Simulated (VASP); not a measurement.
Set up this calculation in VASP 6.6.1, as the native input.

```yaml
Task: single point
Functional: r2SCAN
Potentials_or_basis: VASP PAW PBE potentials, release 64 (Ta_pv, H)
Cutoff: 520 eV
k_mesh: 6 × 6 × 6
Occupations: gaussian, width 0.1 eV
Spin: no spin polarisation
Dipole_correction: no
Further_INCAR_settings: ALGO = Normal; EDIFF = 1e-06; NBANDS = 54
```

Crystal: Ta8H.

```
CELL_PARAMETERS angstrom
-3.32097 3.32097 3.34143
3.32097 -3.32097 3.34143
3.32097 3.32097 -3.34143
ATOMIC_POSITIONS crystal
Ta 0.99661 0.98850 0.99190
Ta 0.00010 0.99743 0.50267
Ta 0.99529 0.50339 0.99190
Ta 0.99661 0.50471 0.50810
Ta 0.49476 0.99743 0.99733
Ta 0.50257 0.00524 0.50267
Ta 0.50257 0.49990 0.99733
Ta 0.51150 0.50339 0.50810
H 0.12500 0.37500 0.25000
```

The input as run:

POSCAR

```
Ta8H
1.0
   -3.3209670576      3.3209670576      3.3414272551
    3.3209670576     -3.3209670576      3.3414272551
    3.3209670576      3.3209670576     -3.3414272551
Ta H
8 1
Direct
   -0.0033924718     -0.0114972790     -0.0081048072
    0.0000960952     -0.0025701832      0.5026662784
   -0.0047123353      0.5033924718     -0.0081048072
   -0.0033924718      0.5047123353      0.5081048072
    0.4947635384     -0.0025701832     -0.0026662784
    0.5025701832      0.0052364616      0.5026662784
    0.5025701832      0.4999039048     -0.0026662784
    0.5114972790      0.5033924718      0.5081048072
    0.1250000000      0.3750000000      0.2500000000
```

INCAR.step1

```
  PREC = Accurate
  ENCUT = 520
  ISMEAR = 0
  SIGMA = 0.1
  LREAL = False
  LASPH = True
  NELM = 100
  NBANDS = 54
  GGA = PE
  ALGO = Normal
  EDIFF = 1E-4
  LWAVE = True
  LCHARG = False
```

INCAR.step2

```
  PREC = Accurate
  ENCUT = 520
  EDIFF = 1E-6
  ISMEAR = 0
  SIGMA = 0.1
  LREAL = False
  LASPH = True
  NELM = 100
  ALGO = Normal
  ISIF = 2
  LWAVE = False
  LCHARG = False
  METAGGA = R2SCAN
  LMIXTAU = True
  NBANDS = 54
  ISTART = 1
```

KPOINTS

```
regular mesh
0
Gamma
  6 6 6
```

Potentials or basis: VASP PAW PBE potentials, release 64 (Ta_pv, H).

Command:

```sh
$ cat potpaw_PBE.64/Ta_pv/POTCAR potpaw_PBE.64/H/POTCAR > POTCAR
$ cp INCAR.step1 INCAR
$ mpirun -np 1 vasp_std > vasp.out
$ cp INCAR.step2 INCAR
$ mpirun -np 1 vasp_std > vasp.out
```

It gave:

- Pressure: 0.6 GPa
- Largest force: 0.010 eV/Å

Caveat: the PAW data sets were made with another functional, which shifts forces and pressure a little.

Run time: 11 min on 1 thread of Intel(R) Xeon(R) Platinum 8488C (Sapphire Rapids) (shared host), peak memory 0.45 GiB.
